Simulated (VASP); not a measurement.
# NbAl2N3: single point with PBE

NbAl2N3:

```xyz
6
Lattice="3.0462 0.0000 0.0000 -1.5231 2.6381 0.0000 0.0000 0.0000 8.4952" Properties=species:S:1:pos:R:3 pbc="T T T"
Al    0.0000    1.7587    5.4907
Al    0.0000    1.7587    3.0046
Nb    0.0000    0.0000    0.0000
N     0.0000    1.7587    7.2569
N     0.0000    1.7587    1.2383
N     0.0000    0.0000    4.2476
```

```yaml
Program: VASP 6.6.1
Task: single point
Functional: PBE
Potentials_or_basis: VASP PAW PBE potentials, release 64 (Al, Nb_sv, N)
Cutoff: 600 eV
k_mesh: 4 × 4 × 2
Occupations: gaussian, width 0.15 eV
Spin: no spin polarisation
Dipole_correction: no
Further_INCAR_settings: ALGO = Normal; EDIFF = 1e-06; NBANDS = 26
```

- Pressure: -0.3 GPa
- Largest force: 0.048 eV/Å
- Band gap on the k mesh: 0.27 eV, indirect (least direct gap 0.59 eV)

Forces on the atoms (eV/Å):
```
Al   0.000  0.000 -0.035
Al   0.000  0.000  0.035
Nb   0.000  0.000  0.000
N    0.000  0.000  0.048
N    0.000  0.000 -0.048
N    0.000  0.000  0.000
```

Stress tensor (GPa, compression positive):
```
-0.40  0.00  0.00
 0.00 -0.40  0.00
 0.00  0.00  0.02
```

Levels at points of the mesh, in eV from the valence-band top:
```csv
k point,band 15,band 16,band 17,band 18,band 19,band 20
"(0.00, 0.00, 0.00)",-2.41,-2.41,-1.50,1.54,2.31,3.08
"(0.50, 0.00, 0.00)",-3.90,-2.13,-0.30,0.54,0.66,3.65
"(0.00, 0.00, 0.50)",-2.41,-2.41,0.00,0.93,2.58,2.71
"(0.50, 0.00, 0.50)",-3.49,-2.17,-0.89,0.57,0.61,3.05
```

Run time: 9.5 s on 1 thread of Intel(R) Xeon(R) 6975P-C (Granite Rapids) (shared host), peak memory 0.18 GiB.

Caveat: the k points lie up to 0.60 Å⁻¹ apart. A k mesh can miss the band edges.
